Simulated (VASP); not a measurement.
Here is a VASP 6.6.1 calculation.

File INCAR:

```
SYSTEM = AlFe
ALGO = Normal ; EDIFF = 1E-6
ENCUT = 520 ; ISIF = 2
ISMEAR = -1 ; ISPIN = 2
LASPH = .True. ; LCHARG = .False.
LMAXMIX = 4 ; LORBIT = 11
LREAL = .False. ; LWAVE = .False.
MAGMOM = 0 0.8 ; NBANDS = 16
NELM = 150 ; PREC = Accurate
SIGMA = 0.05
```

KPOINTS

```
k-points
0
Gamma
  10 10 10
  0 0 0
```

File POSCAR:

```
AlFe
1.0
    2.9102862334      0.0289568833      0.0289568833
    0.0289568833      2.9102862334      0.0289568833
    0.0289568833      0.0289568833      2.9102862334
Al Fe
1 1
Direct
    0.0000000000      0.0000000000      0.0000000000
    0.5000000000      0.5000000000      0.5000000000
```

Potentials or basis: VASP PAW LDA potentials, release 64 (Al, Fe).

Command:

```bash
$ cat potpaw_LDA.64/Al/POTCAR potpaw_LDA.64/Fe/POTCAR > POTCAR
$ mpirun -np 1 vasp_std > vasp.out
```

Question: What does it give for the net moment?

Answer: 0.72 μB per cell.

Question: Estimate the pressure.

Answer: -15.8 GPa.

Question: Estimate the site moments.

Answer: Al -0.02; Fe +0.74 μB.

Stress tensor (GPa, compression positive):
```
-15.78  -2.18  -2.18
 -2.18 -15.78  -2.18
 -2.18  -2.18 -15.78
```

Caveat: the cell stands under tension.
